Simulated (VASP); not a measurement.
Wanted: the native input for a VASP 6.6.1 run.

```yaml
Task: single point
Functional: PBE0
Potentials_or_basis: VASP PAW PBE potentials, release 64 (Sr_sv, Ti_sv, O)
Cutoff: 520 eV
k_mesh: 4 × 4 × 4
Occupations: gaussian, width 0.01 eV
Spin: no spin polarisation
Dipole_correction: no
Grid_for_exact_exchange_PRECFOCK: Fast
Further_INCAR_settings: ALGO = Normal; EDIFF = 1e-07; NBANDS = 28
Share_of_exact_exchange: 0.25
```

Crystal: SrTiO3.

```
CELL_PARAMETERS angstrom
3.90685 0.00000 0.00000
0.00000 3.90685 0.00000
0.00000 0.00000 3.90685
ATOMIC_POSITIONS crystal
Sr 0.00000 0.00000 0.00000
Ti 0.50000 0.50000 0.50000
O 0.50000 0.50000 0.00000
O 0.50000 0.00000 0.50000
O 0.00000 0.50000 0.50000
```

These files were run (other wordings do the same):

POSCAR

```
SrTiO3
1.0
    3.9068515016      0.0000000000      0.0000000000
    0.0000000000      3.9068515016      0.0000000000
    0.0000000000      0.0000000000      3.9068515016
Sr Ti O
1 1 3
Direct
    0.0000000000      0.0000000000      0.0000000000
    0.5000000000      0.5000000000      0.5000000000
    0.5000000000      0.5000000000      0.0000000000
    0.5000000000      0.0000000000      0.5000000000
    0.0000000000      0.5000000000      0.5000000000
```

INCAR.step1

```
SYSTEM = SrTiO3
PREC     = Accurate       ! precision mode
ENCUT    = 520            ! plane-wave cutoff, eV
EDIFF    = 1E-5           ! SCF threshold, eV
ISMEAR   = 0              ! smearing method
SIGMA    = 0.01           ! smearing width, eV
LREAL    = .FALSE.        ! projectors in reciprocal space
LASPH    = .TRUE.         ! aspherical terms in the spheres
NELM     = 60             ! most SCF steps
ALGO     = Normal         ! electronic algorithm
ISIF     = 2              ! what is computed and relaxed
LWAVE    = .TRUE.         ! write WAVECAR
LCHARG   = .FALSE.        ! write CHGCAR
GGA      = PE             ! functional
NBANDS   = 28             ! bands
```

INCAR.step2

```
SYSTEM = SrTiO3
PREC     = Accurate       ! precision mode
ENCUT    = 520            ! plane-wave cutoff, eV
EDIFF    = 1E-7           ! SCF threshold, eV
ISMEAR   = 0              ! smearing method
SIGMA    = 0.01           ! smearing width, eV
LREAL    = .FALSE.        ! projectors in reciprocal space
LASPH    = .TRUE.         ! aspherical terms in the spheres
NELM     = 60             ! most SCF steps
ALGO     = Normal         ! electronic algorithm
ISIF     = 2              ! what is computed and relaxed
LWAVE    = .FALSE.        ! write WAVECAR
LCHARG   = .FALSE.        ! write CHGCAR
GGA      = PE             ! functional
LHFCALC  = .TRUE.         ! exact exchange
AEXX     = 0.25           ! exact-exchange fraction
PRECFOCK = Fast         
ISTART   = 1            
NBANDS   = 28             ! bands
```

KPOINTS

```
Automatic mesh
0
G
  4 4 4
  0 0 0
```

Potentials or basis: VASP PAW PBE potentials, release 64 (Sr_sv, Ti_sv, O).

Command:

```bash
$ cat potpaw_PBE.64/Sr_sv/POTCAR potpaw_PBE.64/Ti_sv/POTCAR potpaw_PBE.64/O/POTCAR > POTCAR
$ cp INCAR.step1 INCAR
$ mpirun -np 1 vasp_std > vasp.out
$ cp INCAR.step2 INCAR
$ mpirun -np 1 vasp_std > vasp.out
```

Results of the run:

The pressure is -1.3 GPa and the band gap on the k mesh is 4.05 eV (least direct gap 4.43 eV).

Caveat: the PAW data sets were made with another functional, which shifts forces and pressure a little.

Wall time 20 min on 1 thread of Intel(R) Xeon(R) Platinum 8259CL CPU @ 2.50GHz (Skylake/Cascade Lake), on a shared host, peak memory 0.19 GiB.
